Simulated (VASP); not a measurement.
# Be (Pm-3m) in VASP: a series of runs

Be is run at these levels: RPBE; tasks: single point.

Everything below comes from runs of VASP 6.6.1. Logs are shortened: lines on timing, memory, paths and dates and some standing lists are left out, and cuts for length are marked.

## Step 1: The cell of the first run

Symmetry: Pm-3m, No. 221, cubic system. Conventional cell: a = 2.220 Å, b = 2.220 Å, c = 2.220 Å, α = 90.00°, β = 90.00°, γ = 90.00°. Be (site symmetry m-3m) has 6 Be at 2.22 Å within 2.9 Å.

## Step 2: Single point, RPBE (volume scaled by 1.04)

Contents of INCAR:

```
  PREC = Accurate
  ENCUT = 520
  EDIFF = 1E-6
  ISMEAR = -1
  SIGMA = 0.1
  LREAL = False
  LASPH = True
  NELM = 80
  ALGO = Normal
  ISIF = 2
  LWAVE = False
  LCHARG = False
  GGA = RP
  NBANDS = 7
```

Contents of KPOINTS:

```
regular mesh
0
Gamma
  16 16 16
```

Contents of POSCAR:

```
Be
1.0
    2.2203391219      0.0000000000      0.0000000000
    0.0000000000      2.2203391219      0.0000000000
    0.0000000000      0.0000000000      2.2203391219
Be
1
Direct
    0.0000000000      0.0000000000      0.0000000000
```

Potentials or basis: VASP PAW PBE potentials, release 64 (Be).

Run with:

```console
> cat potpaw_PBE.64/Be/POTCAR > POTCAR
> mpirun -np 1 vasp_std > vasp.out
```

OUTCAR:

```text
PREC = Accurate
   ENCUT = 520
   EDIFF = 1E-6
   ISMEAR = -1
   LREAL = False
   LASPH = True
   NELM = 80
   ISIF = 2
   GGA = RP

 ion  position               nearest neighbor table
   1  0.000  0.000  0.000-

  LATTYP: Found a simple cubic cell.
 ALAT       =     2.2203391219

  Lattice vectors:

 A1 = (   2.2203391219,   0.0000000000,   0.0000000000)
 A2 = (   0.0000000000,   2.2203391219,   0.0000000000)
 A3 = (   0.0000000000,   0.0000000000,   2.2203391219)

Analysis of symmetry for initial positions (statically):
=====================================================================
 Subroutine PRICEL returns:
 Original cell was already a primitive cell.

 Routine SETGRP: Setting up the symmetry group for a
 simple cubic supercell.

 Subroutine GETGRP returns: Found 48 space group operations
 (whereof 48 operations were pure point group operations)
 out of a pool of 48 trial point group operations.

The static configuration has the point symmetry O_h .

Analysis of symmetry for dynamics (positions and initial velocities):
=====================================================================
 Subroutine PRICEL returns:
 Original cell was already a primitive cell.

 Routine SETGRP: Setting up the symmetry group for a
 simple cubic supercell.

 Subroutine GETGRP returns: Found 48 space group operations
 (whereof 48 operations were pure point group operations)
 out of a pool of 48 trial point group operations.

The dynamic configuration has the point symmetry O_h .

 Subroutine INISYM returns: Found 48 space group operations
 (whereof 48 operations are pure point group operations),
 and found     1 'primitive' translations

----------------------------------------------------------------------------------------

                                     Primitive cell

  volume of cell :      10.9461

  direct lattice vectors                    reciprocal lattice vectors
     2.220339122  0.000000000  0.000000000     0.450381651  0.000000000  0.000000000
     0.000000000  2.220339122  0.000000000     0.000000000  0.450381651  0.000000000
     0.000000000  0.000000000  2.220339122     0.000000000  0.000000000  0.450381651

  length of vectors
     2.220339122  2.220339122  2.220339122     0.450381651  0.450381651  0.450381651

  position of ions in fractional coordinates (direct lattice)
     0.000000000  0.000000000  0.000000000

  ion indices of the primitive-cell ions
   primitive index   ion index
                 1           1

----------------------------------------------------------------------------------------

 KPOINTS: regular mesh

Automatic generation of k-mesh.
 Grid dimensions read from file:
 generate k-points for:   16   16   16

 Generating k-lattice:

  Cartesian coordinates                     Fractional coordinates (reciprocal lattice)
     0.028148853  0.000000000  0.000000000     0.062500000  0.000000000  0.000000000
     0.000000000  0.028148853  0.000000000     0.000000000  0.062500000  0.000000000
     0.000000000  0.000000000  0.028148853     0.000000000  0.000000000  0.062500000

  Length of vectors
     0.028148853  0.028148853  0.028148853

  Shift w.r.t. Gamma in fractional coordinates (k-lattice)
     0.000000000  0.000000000  0.000000000

 Subroutine IBZKPT returns following result:
 ===========================================

 Found    165 irreducible k-points:

 Following reciprocal coordinates:
            Coordinates               Weight
  0.000000  0.000000  0.000000      1.000000
  0.062500  0.000000  0.000000      6.000000
  0.125000  0.000000  0.000000      6.000000
  0.187500  0.000000  0.000000      6.000000
  0.250000  0.000000  0.000000      6.000000
  0.312500  0.000000  0.000000      6.000000
[... 16 lines left out ...]
  0.437500  0.125000  0.000000     24.000000
  0.500000  0.125000  0.000000     12.000000
 [... further k-points ...]
   k-points           NKPTS =    165   k-points in BZ     NKDIM =    165   number of bands    NBANDS=      7
   number of dos      NEDOS =    301   number of ions     NIONS =      1
   total plane-waves  NPLWV =   5832
   dimension x,y,z NGX =    18 NGY =   18 NGZ =   18
   dimension x,y,z NGXF=    36 NGYF=   36 NGZF=   36
   ions per type =               1
   NGX,Y,Z   is equivalent  to a cutoff of  13.48, 13.48, 13.48 a.u.
   NGXF,Y,Z  is equivalent  to a cutoff of  26.95, 26.95, 26.95 a.u.
 SYSTEM =  unknown system
   PREC   = accura    normal or accurate (medium, high low for compatibility)
   ISTART =      0    job   : 0-new  1-cont  2-samecut
   ICHARG =      2    charge: 1-file 2-atom 10-const
   ISPIN  =      1    spin polarized calculation?
   LNONCOLLINEAR =      F non collinear calculations
   LSORBIT =      F    spin-orbit coupling
   LASPH  =      T    aspherical Exc in radial PAW
   ENCUT  =  520.0 eV  38.22 Ry    6.18 a.u.   4.13  4.13  4.13*2*pi/ulx,y,z
   NELM   =     80;   NELMIN=  2; NELMDL= -5     # of ELM steps
   EDIFF  = 0.1E-05   stopping-criterion for ELM
   LREAL  =      F    real-space projection
   EDIFFG = 0.1E-04   stopping-criterion for IOM
   NSW    =      0    number of steps for IOM
   IBRION =     -1    ionic relax: 0-MD 1-quasi-New 2-CG
   NFREE  =      0    steps in history (QN), initial steepest desc. (CG)
   ISIF   =      2    stress and relaxation
   ISYM   =      2    0-nonsym 1-usesym 2-fastsym
   POTIM  = 0.5000    time-step for ionic-motion
   TEBEG  =    0.0;   TEEND  =   0.0 temperature during run
   PSTRESS=    0.0 pullay stress
   NELECT =       2.0000    total number of electrons
   NUPDOWN=      -1.0000    fix difference up-down
   EMIN   =  10.00;   EMAX   =-10.00  energy-range for DOS
   EFERMI =   0.00;   METHOD = LEGACY
   ISMEAR =    -1;   SIGMA  =   0.10  broadening in eV -4-tet -1-fermi 0-gaus
   EFERMI_NEDOS =   21; number of points for ismear=-14 and -15
   IALGO  =     38    algorithm
   IMIX   =      4    mixing-type and parameters
     AMIX     =   0.40;   BMIX     =  1.00
     AMIX_MAG =   1.60;   BMIX_MAG =  1.00
  volume/ion in A,a.u.               =      10.95        73.87
  Fermi-wavevector in a.u.,A,eV,Ry     =   0.928964  1.755487 11.741474  0.862974
  Thomas-Fermi vector in A             =   2.055196
   LORBIT       =      0    0 simple, 1 ext, 2 COOP (PROOUT), +10 PAW based schemes
   GGA     = RP    functional components
   LHFCALC =     F    Hartree Fock is set to
   AEXX    =    0.0000 exact exchange contribution
   IVDW    =     0    specifies the selected vdW correction
   LEPSILON=     F    determine dielectric tensor
   LRPA    =     F    only Hartree local field effects (RPA)
 non-spin polarized calculation
  energy-cutoff  :      520.00
  volume of cell :       10.95
 maximum number of plane-waves:       305
 NGX is ok and might be reduce to    18
   NGX =  9   NGY =  9   NGZ =  9

 number of electron       2.0000000 magnetization

 Free energy of the ion-electron system (eV)
  ---------------------------------------------------
  ext. energy  EPLUGINS =         0.00000000
  ---------------------------------------------------
  free energy    TOTEN  =        -2.54414927 eV

  energy without entropy =       -2.53171134  energy(sigma->0) =       -2.53793031

 E-fermi :   4.3652     XC(G=0):  -9.5644

 val. band max:        4.3395808736   @ k =   0.5000   0.3125   0.1250
 cond. band min:       4.3778367099   @ k =   0.5000   0.3125   0.2500
 fundamental gap:      0.0382558364
 Fermi energy:         4.3652105642

 k-point     1 :       0.0000    0.0000    0.0000
  band No.  band energies     occupation
      1      -4.9697      2.00000
      2      17.4350      0.00000
      3      17.4350      0.00000
      4      17.4350      0.00000
      5      22.8202      0.00000
      6      22.8202      0.00000
      7      30.9788      0.00000

 k-point     2 :       0.0625    0.0000    0.0000
  band No.  band energies     occupation
      1      -4.8752      2.00000
      2      16.1453      0.00000
      3      17.5272      0.00000
      4      17.5272      0.00000
      5      22.9338      0.00000
      6      24.2234      0.00000
      7      30.9288      0.00000

 k-point     3 :       0.1250    0.0000    0.0000
  band No.  band energies     occupation
      1      -4.5923      2.00000
      2      13.8018      0.00000
      3      17.7998      0.00000
      4      17.7998      0.00000
      5      23.2735      0.00000
      6      26.8007      0.00000
      7      30.8771      0.00000

 k-point     4 :       0.1875    0.0000    0.0000
  band No.  band energies     occupation
      1      -4.1223      2.00000
      2      11.3724      0.00000
      3      18.2401      0.00000
      4      18.2401      0.00000
      5      23.8357      0.00000
      6      28.8140      0.00000
      7      31.5579      0.00000

 k-point     5 :       0.2500    0.0000    0.0000
  band No.  band energies     occupation
      1      -3.4687      2.00000
      2       9.0552      0.00000
      3      18.8222      0.00000
      4      18.8222      0.00000
      5      24.6120      0.00000
      6      29.0719      0.00000
      7      33.8532      0.00000
[... 161 lines left out ...]
 k-point    22 :       0.3750    0.1250    0.0000
  band No.  band energies     occupation
      1      -1.2608      2.00000
      2       5.2568      0.00027
      3      17.4547      0.00000
      4      20.5138      0.00000
      5      25.2470      0.00000
      6      29.2332      0.00000
      7      33.0988      0.00000

 k-point    23 :       0.4375    0.1250    0.0000
  band No.  band energies     occupation
      1      -0.1896      2.00000
      2       3.6355      1.99865
      3      18.2166      0.00000
      4      21.0421      0.00000
      5      24.1565      0.00000
      6      30.1988      0.00000
      7      32.1163      0.00000

 k-point    24 :       0.5000    0.1250    0.0000
  band No.  band energies     occupation
      1       0.4781      2.00000
      2       2.7836      2.00000
      3      18.5588      0.00000
      4      21.2489      0.00000
      5      23.6974      0.00000
      6      31.0851      0.00000
      7      31.2497      0.00000

 [... further k-points ...]

------------------------ aborting loop because EDIFF is reached ----------------------------------------

  FORCE on cell =-STRESS in cart. coord.  units (eV):
  Direction    XX          YY          ZZ          XY          YZ          ZX
  --------------------------------------------------------------------------------------
  -------------------------------------------------------------------------------------
  Total       -0.1762207     -0.1762207     -0.1762207      0.0000000      0.0000000     -0.0000000
  in kB      -25.7934630    -25.7934630    -25.7934630      0.0000000      0.0000000     -0.0000000
  external PRESSURE =     -25.7934630 kB  Pullay stress =       0.0000000 kB

 VOLUME and BASIS-vectors are now :
 -----------------------------------------------------------------------------
  energy-cutoff  :      520.00
  volume of cell :       10.95
      direct lattice vectors                 reciprocal lattice vectors
     2.220339122  0.000000000  0.000000000     0.450381651  0.000000000  0.000000000
     0.000000000  2.220339122  0.000000000     0.000000000  0.450381651  0.000000000
     0.000000000  0.000000000  2.220339122     0.000000000  0.000000000  0.450381651

 POSITION                                       TOTAL-FORCE (eV/Angst)
 -----------------------------------------------------------------------------------
      0.00000      0.00000      0.00000         0.000000      0.000000      0.000000
 -----------------------------------------------------------------------------------
    total drift:                               -0.000000     -0.000000     -0.000000

  FREE ENERGIE OF THE ION-ELECTRON SYSTEM (eV)
  ---------------------------------------------------
  free  energy   TOTEN  =        -2.5441492678 eV

  energy  without entropy=       -2.5317113424  energy(sigma->0) =       -2.53793031
```

It took 4.9 s on 1 thread of Intel Xeon Platinum 8488C (Sapphire Rapids), shared host; peak memory 0.11 GiB.

Results:

- Free energy: -2.5441 eV
- Pressure: -2.6 GPa
- Band gap on the k mesh: zero (band 1 reaches 9.61 eV, above the bottom of band 2 at 2.53 eV)

Levels at points of the mesh, in eV from the Fermi level:
```
           k point  band 1  band 2  band 3  band 4
(0.00, 0.00, 0.00)   -9.33   13.07   13.07   13.07
(0.50, 0.00, 0.00)   -4.33   -1.84   16.56   16.56
(0.50, 0.50, 0.00)    0.76    0.76    6.52    6.61
(0.50, 0.50, 0.50)    5.24    5.24    5.24   12.77
```

Caveat: the PAW data sets were made with another functional, which shifts forces and pressure a little.

## Step 3: Single point, RPBE (volume scaled by 1.08)

Contents of INCAR:

```
ALGO = Normal ; EDIFF = 1E-6
ENCUT = 520 ; GGA = RP
ISIF = 2 ; ISMEAR = -1
LASPH = T ; LCHARG = F
LREAL = F ; LWAVE = F
NBANDS = 7 ; NELM = 100
PREC = Accurate ; SIGMA = 0.1
```

Contents of KPOINTS:

```
k-points
0
Gamma
  16 16 16
```

Contents of POSCAR:

```
Be
1.0
    2.2484476644      0.0000000000      0.0000000000
    0.0000000000      2.2484476644      0.0000000000
    0.0000000000      0.0000000000      2.2484476644
Be
1
Direct
    0.0000000000      0.0000000000      0.0000000000
```

Potentials or basis: VASP PAW PBE potentials, release 64 (Be).

Run with:

```console
> cat potpaw_PBE.64/Be/POTCAR > POTCAR
> mpirun -np 1 vasp_std > vasp.out
```

It took 5 s on 1 thread of Intel Xeon Platinum 8488C (Sapphire Rapids), shared host; peak memory 0.12 GiB.

Results (log left out):

```
Free energy            : -2.5343 eV
Pressure               : -4.8 GPa
Band gap on the k mesh : zero (band 1 reaches 9.21 eV, above the bottom of band 2 at 2.23 eV)
```

Levels at points of the mesh, in eV from the Fermi level:
```tsv
k point	band 1	band 2	band 3	band 4	band 5
(0.00, 0.00, 0.00)	-9.13	12.72	12.72	12.72	18.07
(0.50, 0.00, 0.00)	-4.16	-1.87	16.09	16.09	23.25
(0.50, 0.50, 0.00)	0.77	0.77	6.29	6.46	18.86
(0.50, 0.50, 0.50)	5.11	5.11	5.11	12.55	12.55
```

Caveat: the PAW data sets were made with another functional, which shifts forces and pressure a little.

## Step 4: Single point, RPBE (volume scaled by 1.12)

Contents of INCAR:

```
SYSTEM = Be
PREC = Accurate
ENCUT = 520
EDIFF = 1E-6
ISMEAR = -1
SIGMA = 0.1
LREAL = .False.
LASPH = .True.
NELM = 80
ALGO = Normal
ISIF = 2
LWAVE = .False.
LCHARG = .False.
GGA = RP
NBANDS = 7
```

Contents of KPOINTS:

```
Automatic mesh
0
Gamma
  16 16 16
  0 0 0
```

Contents of POSCAR:

```
Be
1.0
    2.2758704605      0.0000000000      0.0000000000
    0.0000000000      2.2758704605      0.0000000000
    0.0000000000      0.0000000000      2.2758704605
Be
1
Direct
    0.0000000000      0.0000000000      0.0000000000
```

Run with:

```console
> cat potpaw_PBE.64/Be/POTCAR > POTCAR
> mpirun -np 1 vasp_std > vasp.out
```

Run time: 6.1 s. Hardware: 1 thread of Intel Xeon Platinum 8488C (Sapphire Rapids), shared host; peak memory 0.12 GiB.

It converged, with:

| Item | Value |
| --- | --- |
| Free energy | -2.5190 eV |
| Pressure | -6.7 GPa |
| Band gap on the k mesh | zero (band 1 reaches 8.83 eV, above the bottom of band 2 at 1.95 eV) |

Levels at points of the mesh, in eV from the Fermi level:
```tsv
k point	band 1	band 2	band 3	band 4	band 5	band 6
(0.00, 0.00, 0.00)	-8.93	12.40	12.40	12.40	17.71	17.71
(0.50, 0.00, 0.00)	-4.00	-1.89	15.65	15.65	22.72	22.94
(0.50, 0.50, 0.00)	0.78	0.78	5.99	6.41	18.32	29.70
(0.50, 0.50, 0.50)	4.98	4.98	4.98	12.34	12.34	12.34
```

Caveat: the PAW data sets were made with another functional, which shifts forces and pressure a little.

(Continued in part 2 of 2.)
